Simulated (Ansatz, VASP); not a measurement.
One calculation of La, two programs

```
CELL_PARAMETERS angstrom
-2.10259 2.10259 2.12383
2.10259 -2.10259 2.12383
2.10259 2.10259 -2.12383
ATOMIC_POSITIONS crystal
La 0.00000 0.00000 0.00000
```

Alike in both runs: functional PBEsol; k mesh 8 × 8 × 8; occupations fermi-dirac, width 0.05 eV; no spin polarisation.

|  | VASP | Ansatz |
| --- | --- | --- |
| version | VASP 6.6.1 | Ansatz 0.2.0 |
| potentials or method | VASP PAW PBE potentials, release 64 (La) | Ansatz PAW |
| plane-wave cutoff (eV) | 520 | 420 |
| valence electrons in the cell | 11 | 11 |
| task | single point | band structure |

VASP gave:

```
gap on the k mesh at the Fermi level (eV)                     : none
pressure (GPa)                                                : -2.1
traceless stress, the component that is largest in VASP (GPa) : 0.29
```

Which values does Ansatz return?

gap on the k mesh at the Fermi level (eV): none; pressure (GPa): -2.1; traceless stress, the component that is largest in VASP (GPa): 0.30.

VASP's potentials were made for PBE, not for PBEsol. A gap of «none» marks a metal or a gap that the smearing closes. The functional is the same, so the differences come from potentials, cutoffs and numerics.

Neither program's run includes spin-orbit coupling.
